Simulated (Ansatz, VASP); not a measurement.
# Two plane-wave programs on BP

File POSCAR:

```
BP
1.0
    0.0000000000      2.3135014941      2.3135014941
    2.3135014941      0.0000000000      2.3135014941
    2.3135014941      2.3135014941      0.0000000000
P B
1 1
Direct
    0.7500000000      0.7500000000      0.7500000000
    0.0000000000      0.0000000000      0.0000000000
```

The input INCAR.step1:

```
ALGO     = Normal         # electronic algorithm
EDIFF    = 1E-5           # SCF threshold, eV
ENCUT    = 520            # plane-wave cutoff, eV
GGA      = PE             # functional
ISIF     = 2              # what is computed and relaxed
ISMEAR   = -1             # smearing method
LASPH    = True           # aspherical terms in the spheres
LCHARG   = False          # write CHGCAR
LREAL    = False          # projectors in reciprocal space
LWAVE    = True           # write WAVECAR
NBANDS   = 11             # bands
NELM     = 60             # most SCF steps
PREC     = Accurate       # precision mode
SIGMA    = 0.05           # smearing width, eV
```

Contents of INCAR.step2:

```
AEXX     = 0.25           # exact-exchange fraction
ALGO     = Normal         # electronic algorithm
EDIFF    = 1E-6           # SCF threshold, eV
ENCUT    = 520            # plane-wave cutoff, eV
GGA      = PE             # functional
ISIF     = 2              # what is computed and relaxed
ISMEAR   = -1             # smearing method
ISTART   = 1            
LASPH    = True           # aspherical terms in the spheres
LCHARG   = False          # write CHGCAR
LHFCALC  = True           # exact exchange
LREAL    = False          # projectors in reciprocal space
LWAVE    = False          # write WAVECAR
NBANDS   = 11             # bands
NELM     = 60             # most SCF steps
PREC     = Accurate       # precision mode
PRECFOCK = Normal       
SIGMA    = 0.05           # smearing width, eV
```

Contents of KPOINTS:

```
k-points
0
Gamma
  5 5 5
```

File input.yaml:

```yaml
crystal:
  lattice:
    - [0.0, 2.3135014941, 2.3135014941]
    - [2.3135014941, 0.0, 2.3135014941]
    - [2.3135014941, 2.3135014941, 0.0]
  atoms:
    - { symbol: P, position: [0.75, 0.75, 0.75] }
    - { symbol: B, position: [0.0, 0.0, 0.0] }
hamiltonian:
  xc: pbe0
  pseudopotentials: { kind: paw }
kpoints:
  mp_grid: { grid: [5, 5, 5] }
scf:
  occupations: { method: fermi_dirac, width: 0.05 }
output:
  forces: true
  stress: true
  eigenvalues: true
```

Alike in both runs: task single point; functional PBE0; k mesh 5 × 5 × 5; occupations fermi-dirac, width 0.05 eV; no spin polarisation.

```csv
,VASP,Ansatz
version,VASP 6.6.1,Ansatz 0.2.0
potentials or method,"VASP PAW PBE potentials, release 64 (P, B)",Ansatz PAW
plane-wave cutoff (eV),520,420
valence electrons in the cell,8,8
```

```csv
,VASP,Ansatz,Ansatz less VASP
gap on the k mesh at the Fermi level (eV),2.79,2.76,-0.034
least direct gap on the mesh (eV),5.00,4.96,-0.037
pressure (GPa),-10.8,-10.2,+0.54
```

The k mesh is coarse, so the values compare programs but aren't converged. Noted on Ansatz's run: odd divisions of the mesh miss points on the zone boundary, where band edges often lie, so the gap on the mesh can be too wide.
